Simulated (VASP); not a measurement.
# Zr2Al3N (R-3m) in VASP: single point with PBE

Aim: the single point of Zr2Al3N with PBE.

All numbers are computed with VASP 6.6.1; they aren't measurements. Logs are shortened: lines on timing, memory, paths and dates and some standing lists are left out, and cuts for length are marked.

## (1) The cell of the first run

Symmetry: R-3m, No. 166, trigonal system. Conventional cell: a = 5.157 Å, b = 5.157 Å, c = 12.398 Å, α = 90.00°, β = 90.00°, γ = 120.00°. Zr (site symmetry 3m) has 9 Al at 2.98 to 3.01 Å and 3 N at 3.02 Å and 4 Zr at 3.09 to 3.15 Å within 3.9 Å. Within 3.4 Å of Al (site symmetry 2/m) lie 2 N at 2.55 Å and 4 Al at 2.58 Å and 6 Zr at 2.98 to 3.01 Å. Within 3.4 Å of N (site symmetry -3m) lie 6 Al at 2.55 Å and 6 Zr at 3.02 Å.

The cell was built from a structure type or drawn by symmetry, and may not be a known phase.

## (2) Single point, PBE

INCAR

```
ALGO = Normal ; EDIFF = 1E-6
ENCUT = 520 ; GGA = PE
ISIF = 2 ; ISMEAR = 0
LASPH = True ; LCHARG = False
LREAL = False ; LWAVE = False
NBANDS = 28 ; NELM = 60
PREC = Accurate ; SIGMA = 0.1
```

KPOINTS

```
k-points
0
Gamma
  6 6 6
```

POSCAR

```
Zr2Al3N
1.0
    2.5784558700      1.4886721900      4.1325776900
   -2.5784558700      1.4886721900      4.1325776900
    0.0000000000     -2.9773443800      4.1325776900
Zr Al N
2 3 1
Direct
    0.6247839300      0.6247839300      0.6247839300
    0.3752160700      0.3752160700      0.3752160700
    0.0000000000      0.5000000000      0.0000000000
    0.5000000000      0.0000000000      0.0000000000
    0.0000000000      0.0000000000      0.5000000000
    0.0000000000      0.0000000000      0.0000000000
```

Potentials or basis: VASP PAW PBE potentials, release 64 (Zr_sv, Al, N).

On the command line:

```sh
cat potpaw_PBE.64/Zr_sv/POTCAR potpaw_PBE.64/Al/POTCAR potpaw_PBE.64/N/POTCAR > POTCAR
mpirun -np 1 vasp_std > vasp.out
```

OUTCAR:

```text
EDIFF = 1E-6
   ENCUT = 520
   GGA = PE
   ISIF = 2
   ISMEAR = 0
   LASPH = True
   LREAL = False
   NELM = 60
   PREC = Accurate

 ion  position               nearest neighbor table
   1  0.625  0.625  0.625-   5 2.98   4 2.98   3 2.98   3 3.01   4 3.01   4 3.01   3 3.01   5 3.01
                             5 3.01   2 3.09   2 3.15   2 3.15   2 3.15
   2  0.375  0.375  0.375-   5 2.98   4 2.98   3 2.98   4 3.01   3 3.01   4 3.01   3 3.01   5 3.01
                             5 3.01   1 3.09   1 3.15   1 3.15   1 3.15
   3  0.000  0.500  0.000-   6 2.55   6 2.55   5 2.58   5 2.58   4 2.58   4 2.58   1 2.98   2 2.98
                             2 3.01   1 3.01   2 3.01   1 3.01
   4  0.500  0.000  0.000-   6 2.55   6 2.55   5 2.58   5 2.58   3 2.58   3 2.58   1 2.98   2 2.98
                             2 3.01   1 3.01   1 3.01   2 3.01
   5  0.000  0.000  0.500-   6 2.55   6 2.55   4 2.58   3 2.58   3 2.58   4 2.58   1 2.98   2 2.98
                             2 3.01   1 3.01   2 3.01   1 3.01
   6  0.000  0.000  0.000-   5 2.55   5 2.55   3 2.55   4 2.55   3 2.55   4 2.55

  LATTYP: Found a trigonal (rhomboedric) cell.
 ALAT       =     5.0934053370
 COS(alpha) =     0.4874539117

  Lattice vectors:

 A1 = (   2.5784558700,   1.4886721900,   4.1325776900)
 A2 = (  -2.5784558700,   1.4886721900,   4.1325776900)
 A3 = (   0.0000000000,  -2.9773443800,   4.1325776900)

Analysis of symmetry for initial positions (statically):
=====================================================================
 Subroutine PRICEL returns:
 Original cell was already a primitive cell.

 Routine SETGRP: Setting up the symmetry group for a
 trigonal (rhombohedral) supercell.

 Subroutine GETGRP returns: Found 12 space group operations
 (whereof 12 operations were pure point group operations)
 out of a pool of 12 trial point group operations.

The static configuration has the point symmetry D_3d.

Analysis of symmetry for dynamics (positions and initial velocities):
=====================================================================
 Subroutine PRICEL returns:
 Original cell was already a primitive cell.

 Routine SETGRP: Setting up the symmetry group for a
 trigonal (rhombohedral) supercell.

 Subroutine GETGRP returns: Found 12 space group operations
 (whereof 12 operations were pure point group operations)
 out of a pool of 12 trial point group operations.

The dynamic configuration has the point symmetry D_3d.

 Subroutine INISYM returns: Found 12 space group operations
[... 103 lines left out ...]
   ENCUT  =  520.0 eV  38.22 Ry    6.18 a.u.   9.47  9.47  9.47*2*pi/ulx,y,z
   NELM   =     60;   NELMIN=  2; NELMDL= -5     # of ELM steps
   EDIFF  = 0.1E-05   stopping-criterion for ELM
   LREAL  =      F    real-space projection
   EDIFFG = 0.1E-04   stopping-criterion for IOM
   NSW    =      0    number of steps for IOM
   IBRION =     -1    ionic relax: 0-MD 1-quasi-New 2-CG
   NFREE  =      0    steps in history (QN), initial steepest desc. (CG)
   ISIF   =      2    stress and relaxation
   ISYM   =      2    0-nonsym 1-usesym 2-fastsym
   POTIM  = 0.5000    time-step for ionic-motion
   TEBEG  =    0.0;   TEEND  =   0.0 temperature during run
   PSTRESS=    0.0 pullay stress
   NELECT =      38.0000    total number of electrons
   NUPDOWN=      -1.0000    fix difference up-down
   EMIN   =  10.00;   EMAX   =-10.00  energy-range for DOS
   EFERMI =   0.00;   METHOD = LEGACY
   ISMEAR =     0;   SIGMA  =   0.10  broadening in eV -4-tet -1-fermi 0-gaus
   EFERMI_NEDOS =   21; number of points for ismear=-14 and -15
   IALGO  =     38    algorithm
   IMIX   =      4    mixing-type and parameters
     AMIX     =   0.40;   BMIX     =  1.00
     AMIX_MAG =   1.60;   BMIX_MAG =  1.00
  volume/ion in A,a.u.               =      15.86       107.05
  Fermi-wavevector in a.u.,A,eV,Ry     =   1.205477  2.278022 19.771651  1.453175
  Thomas-Fermi vector in A             =   2.341172
   LORBIT       =      0    0 simple, 1 ext, 2 COOP (PROOUT), +10 PAW based schemes
   GGA     = PE    functional components
   LHFCALC =     F    Hartree Fock is set to
   AEXX    =    0.0000 exact exchange contribution
   IVDW    =     0    specifies the selected vdW correction
   LEPSILON=     F    determine dielectric tensor
   LRPA    =     F    only Hartree local field effects (RPA)
 non-spin polarized calculation
 Gauss-broadening in eV      SIGMA  =   0.10
  energy-cutoff  :      520.00
  volume of cell :       95.18
 maximum number of plane-waves:      2598
 NGX is ok and might be reduce to    40
   NGX = 19   NGY = 19   NGZ = 19

 number of electron      38.0000000 magnetization

 Free energy of the ion-electron system (eV)
  ---------------------------------------------------
  ext. energy  EPLUGINS =         0.00000000
  ---------------------------------------------------
  free energy    TOTEN  =       -36.73990915 eV

  energy without entropy =      -36.72082419  energy(sigma->0) =      -36.73036667

 E-fermi :   9.1458     XC(G=0): -11.0912

 val. band max:        9.1257534813   @ k =   0.1667   0.1667   0.1667
 cond. band min:       9.1600952436   @ k =  -0.3333   0.3333   0.0000
 fundamental gap:      0.0343417623
 Fermi energy:         9.1457661102

 k-point     1 :       0.0000    0.0000    0.0000
  band No.  band energies     occupation
      1     -39.5908      2.00000
      2     -39.4682      2.00000
      3     -17.8333      2.00000
      4     -17.7547      2.00000
      5     -17.7547      2.00000
      6     -17.4819      2.00000
[... 733 lines left out ...]
     27      13.1977      0.00000
     28      14.1645      0.00000

 [... further k-points ...]
[... 5 lines left out ...]
  --------------------------------------------------------------------------------------
  -------------------------------------------------------------------------------------
  Total        3.1345084      3.1345084     -4.3201023      0.0000000      0.0000000      0.0000000
  in kB       52.7653676     52.7653675    -72.7232963      0.0000000      0.0000000      0.0000000
  external PRESSURE =      10.9358129 kB  Pullay stress =       0.0000000 kB

 VOLUME and BASIS-vectors are now :
 -----------------------------------------------------------------------------
  energy-cutoff  :      520.00
  volume of cell :       95.18
      direct lattice vectors                 reciprocal lattice vectors
     2.578455870  1.488672190  4.132577690     0.193914507  0.111956593  0.080659907
    -2.578455870  1.488672190  4.132577690    -0.193914507  0.111956593  0.080659907
     0.000000000 -2.977344380  4.132577690     0.000000000 -0.223913186  0.080659907

 POSITION                                       TOTAL-FORCE (eV/Angst)
 -----------------------------------------------------------------------------------
      0.00000      0.00000      7.74590        -0.000000     -0.000000     -0.380565
      0.00000      0.00000      4.65183        -0.000000     -0.000000      0.380565
     -1.28923      0.74434      2.06629         0.000000      0.000000     -0.000000
      1.28923      0.74434      2.06629        -0.000000     -0.000000      0.000000
      0.00000     -1.48867      2.06629        -0.000000      0.000000      0.000000
      0.00000      0.00000      0.00000        -0.000000     -0.000000      0.000000
 -----------------------------------------------------------------------------------
    total drift:                                0.000000     -0.000000     -0.000000

  FREE ENERGIE OF THE ION-ELECTRON SYSTEM (eV)
  ---------------------------------------------------
  free  energy   TOTEN  =       -36.7399091548 eV

  energy  without entropy=      -36.7208241869  energy(sigma->0) =      -36.73036667
```

It took 4.5 min on 1 thread of Intel Xeon 8259CL, shared host; peak memory 0.28 GiB.

Results:

```yaml
Free_energy: -36.7399 eV
Pressure: 1.1 GPa
Largest_force: 0.381 eV/Å
Band_gap_on_the_k_mesh: zero (bands 19 and 20 overlap by 0.99 eV)
```

Forces in eV/Å, atoms in the order of the input:
```
Zr   0.000  0.000 -0.381
Zr   0.000  0.000  0.381
Al   0.000  0.000  0.000
Al   0.000  0.000  0.000
Al   0.000  0.000  0.000
N    0.000  0.000  0.000
```
